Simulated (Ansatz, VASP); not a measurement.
## YS: VASP beside Ansatz

Contents of INCAR:

```
SYSTEM = YS
PREC = Accurate ; ENCUT = 520
EDIFF = 1E-8 ; ISMEAR = -1
SIGMA = 0.01 ; LREAL = .False.
LASPH = .True. ; NELM = 100
ALGO = Normal ; ISIF = 2
LWAVE = .False. ; LCHARG = .False.
LEFG = .True. ; NBANDS = 16
```

KPOINTS

```
regular mesh
0
Gamma
  8 8 8
  0 0 0
```

Contents of POSCAR:

```
YS
1.0
    0.0000000000      2.7527651832      2.7527651832
    2.7527651832      0.0000000000      2.7527651832
    2.7527651832      2.7527651832      0.0000000000
Y S
1 1
Direct
    0.5000000000      0.5000000000      0.5000000000
    0.0000000000      0.0000000000      0.0000000000
```

Input for Ansatz:

```yaml
crystal:
  lattice:
    - [0.0, 2.7527651832, 2.7527651832]
    - [2.7527651832, 0.0, 2.7527651832]
    - [2.7527651832, 2.7527651832, 0.0]
  atoms:
    - { symbol: "Y", position: [0.5, 0.5, 0.5] }
    - { symbol: S, position: [0.0, 0.0, 0.0] }
kpoints:
  mp_grid: { grid: [8, 8, 8] }
scf:
  occupations: { method: fermi_dirac, width: 0.01 }
hamiltonian:
  xc: lda
  pseudopotentials: { kind: all_electron, datasets: crystal }
output:
  forces: true
  stress: true
  eigenvalues: true
  efg: { contact_densities: true }
```

Change from the starting cell: volume scaled by 1.01, crystal datasets.

Alike in both runs: task electric field gradients; functional LDA; k mesh 8 × 8 × 8; occupations fermi-dirac, width 0.01 eV; no spin polarisation.

```csv
,VASP,Ansatz
version,VASP 6.6.1,Ansatz 0.2.0
potentials or method,"VASP PAW LDA potentials, release 64 (Y_sv, S), cutoff 520 eV","all-electron PAW with datasets made for the crystal, scalar-relativistic"
```

|  | VASP | Ansatz | Ansatz less VASP |
| --- | --- | --- | --- |
| pressure (GPa) | -4.7 | -4.7 | -0.03 |

LDA's correlation is that of Perdew and Zunger in VASP and of Perdew and Wang (1992) in Ansatz. Ansatz ran all-electron here, and VASP with PAW potentials.
